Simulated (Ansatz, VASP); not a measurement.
Two plane-wave programs on SnO2

File POSCAR:

```
SnO2
1.0
   -0.0506693394      2.4827976318      2.4827976318
    2.4827976318     -0.0506693394      2.4827976318
    2.4827976318      2.4827976318     -0.0506693394
Sn O
1 2
Direct
    0.0000000000      0.0000000000      0.0000000000
    0.2509427330      0.2509427330      0.2509427330
    0.7490572670      0.7490572670      0.7490572670
```

Contents of INCAR.step1:

```
SYSTEM = SnO2
ALGO = Normal
EDIFF = 1E-5
ENCUT = 910
GGA = PE
GGA_COMPAT = .False.
ISMEAR = 0
LASPH = .True.
LCHARG = .False.
LREAL = .False.
LWAVE = .True.
NBANDS = 20
NELM = 120
PREC = Accurate
SIGMA = 0.01
```

INCAR.step2

```
SYSTEM = SnO2
ALGO = Normal
EDIFF = 1E-6
ENCUT = 910
GGA_COMPAT = .False.
ISIF = 2
ISMEAR = 0
ISTART = 1
LASPH = .True.
LCHARG = .False.
LMIXTAU = .True.
LREAL = .False.
LWAVE = .False.
METAGGA = R2SCAN
NBANDS = 20
NELM = 120
PREC = Accurate
SIGMA = 0.01
```

The input KPOINTS:

```
k-points
0
Gamma
  8 8 8
  0 0 0
```

Input for Ansatz:

```yaml
crystal:
  lattice:
    - [-0.0506693394, 2.4827976318, 2.4827976318]
    - [2.4827976318, -0.0506693394, 2.4827976318]
    - [2.4827976318, 2.4827976318, -0.0506693394]
  atoms:
    - { symbol: Sn, position: [0.0, 0.0, 0.0] }
    - { symbol: O, position: [0.250942733, 0.250942733, 0.250942733] }
    - { symbol: O, position: [0.749057267, 0.749057267, 0.749057267] }
kpoints:
  mp_grid: { grid: [8, 8, 8] }
  band_path:
    path:
      - [0.0, 0.0, 0.0]
      - [0.5, 0.0, 0.5]
      - [0.625, 0.25, 0.625]
      - [0.375, 0.375, 0.75]
      - [0.5, 0.5, 0.5]
      - [0.5, 0.25, 0.75]
    npoints: 1
hamiltonian:
  xc: r2scan
scf:
  occupations: { method: fixed }
  n_extra_bands: 4
output:
  forces: true
  stress: true
  eigenvalues: true
```

Change from the starting cell: shear_111 strain -3.0%.

Alike in both runs: task single point; functional r2SCAN; k mesh 8 × 8 × 8; no spin polarisation.

|  | VASP | Ansatz |
| --- | --- | --- |
| version | VASP 6.6.1 | Ansatz 0.2.0 |
| potentials or method | VASP PAW PBE potentials, release 64 (Sn_d, O_h) | plane waves, PAW |
| plane-wave cutoff (eV) | 910 | 500 |
| occupations | gaussian, width 0.01 eV | fixed |
| valence electrons in the cell | 26 | 26 |

```tsv
	VASP	Ansatz	Ansatz less VASP
gap on the k mesh at the Fermi level (eV)	1.20	1.18	-0.025
rms of the force components (eV/Å)	0.005	0.000	-0.0049
```

VASP's potentials were made for PBE, not for r2SCAN. Atom by atom the forces differ by 0.005 eV/Å (rms over components).

Noted on VASP's run: the cutoff is short for stress, so the pressure is rough.
